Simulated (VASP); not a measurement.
A run of VASP 6.6.1 is set up as follows.

The input POSCAR:

```
KCl
1.0
    0.0000000000      3.1448483099      3.1448483099
    3.1448483099      0.0000000000      3.1448483099
    3.1448483099      3.1448483099      0.0000000000
K Cl
1 1
Direct
    0.0000000000      0.0000000000      0.0000000000
    0.5000000000      0.5000000000      0.5000000000
```

INCAR.step1

```
PREC = Accurate ; ENCUT = 520
ISMEAR = -1 ; SIGMA = 0.02
LREAL = F ; LASPH = T
NELM = 100 ; NBANDS = 15
GGA = PE ; ALGO = Normal
EDIFF = 1E-4 ; LWAVE = T
LCHARG = F
```

File INCAR.step2:

```
PREC = Accurate ; ENCUT = 520
EDIFF = 1E-6 ; ISMEAR = -1
SIGMA = 0.02 ; LREAL = F
LASPH = T ; NELM = 100
ALGO = Normal ; ISIF = 2
LWAVE = F ; LCHARG = T
METAGGA = R2SCAN ; LMIXTAU = T
LELF = T ; LVHAR = T
NBANDS = 15 ; ISTART = 1
```

KPOINTS

```
regular mesh
0
Gamma
  6 6 6
```

Potentials or basis: VASP PAW PBE potentials, release 64 (K_sv, Cl).

The run is started by

```bash
$ cat potpaw_PBE.64/K_sv/POTCAR potpaw_PBE.64/Cl/POTCAR > POTCAR
$ cp INCAR.step1 INCAR
$ mpirun -np 1 vasp_std > vasp.out
$ cp INCAR.step2 INCAR
$ mpirun -np 1 vasp_std > vasp.out
```

Q: What does it give for the band gap on the k mesh?

A: 5.84 eV, direct.

Q: Estimate the pressure.

A: 0.0 GPa.

Caveat: the PAW data sets were made with another functional, which shifts forces and pressure a little. r2SCAN opens gaps a little over a GGA but as a rule still falls short of measured ones.
